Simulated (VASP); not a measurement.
Runs of VASP 6.6.1 on Cd. Symmetry: P6_3/mmc, No. 194, hexagonal system. Conventional cell: a = 2.951 Å, b = 2.951 Å, c = 5.884 Å, α = 90.00°, β = 90.00°, γ = 120.00°. Within 3.9 Å of Cd (site symmetry -6m2) lie 12 Cd at 2.95 to 3.40 Å. 

```tsv
k mesh	smearing	gap on the mesh (eV)	pressure (GPa)
18 × 18 × 8	fermi-dirac 0.1 eV	none	0.4
20 × 20 × 9	fermi-dirac 0.1 eV	none	0.4
12 × 12 × 6	methfessel-paxton 0.2 eV	none	0.4
13 × 13 × 6	fermi-dirac 0.1 eV	none	(a)
12 × 12 × 6	methfessel-paxton 0.6 eV	none	0.2
12 × 12 × 6	methfessel-paxton 0.3 eV	none	0.3
12 × 12 × 6	methfessel-paxton 1 eV	none	0.3
12 × 12 × 6	methfessel-paxton 0.1 eV	none	0.4
```

Alike in all rows: task single point; level r2SCAN; potentials or basis VASP PAW PBE potentials, release 64 (Cd); no spin polarisation; cell as given; cutoff (eV) 520.

Task: Estimate the missing entries.

Result: (a) 0.5.

Caveats: the PAW data sets were made with another functional, which shifts forces and pressure a little.

A k mesh can miss the band edges, and the runs leave out spin-orbit coupling on Cd.

A gap of «none» marks levels without a gap at the run's occupations.
